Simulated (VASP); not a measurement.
Na4H, 10 atoms in the cell. The cell holds a slab with vacuum, 10 atoms: a = 7.267 Å, b = 7.267 Å, c = 20.967 Å, α = 90.00°, β = 90.00°, γ = 109.47°. 

```yaml
Program: VASP 6.6.1
Task: single point
Functional: PBE
Potentials_or_basis: VASP PAW PBE potentials, release 64 (Na_pv, H)
Cutoff: 400 eV
k_mesh: 4 × 4 × 1
Occupations: gaussian, width 0.1 eV
Spin: no spin polarisation
Dipole_correction: yes
Further_INCAR_settings: ALGO = Normal; EDIFF = 1e-06; NBANDS = 40; NELMDL = -8
```

Potentials or basis: VASP PAW PBE potentials, release 64 (Na_pv, H).

Launch:

```bash
$ cat potpaw_PBE.64/Na_pv/POTCAR potpaw_PBE.64/H/POTCAR > POTCAR
$ mpirun -np 1 vasp_std > vasp.out
```

Hardware: 1 thread of Oxide Virtual Turin-like Processor, on a shared host.

Problem. How long does it take, and how much memory?

Solution. Run time: 15 min on 1 thread of Oxide Virtual Turin-like Processor, on a shared host, peak memory 0.71 GiB. Counts: scf iterations 27, k points 10.
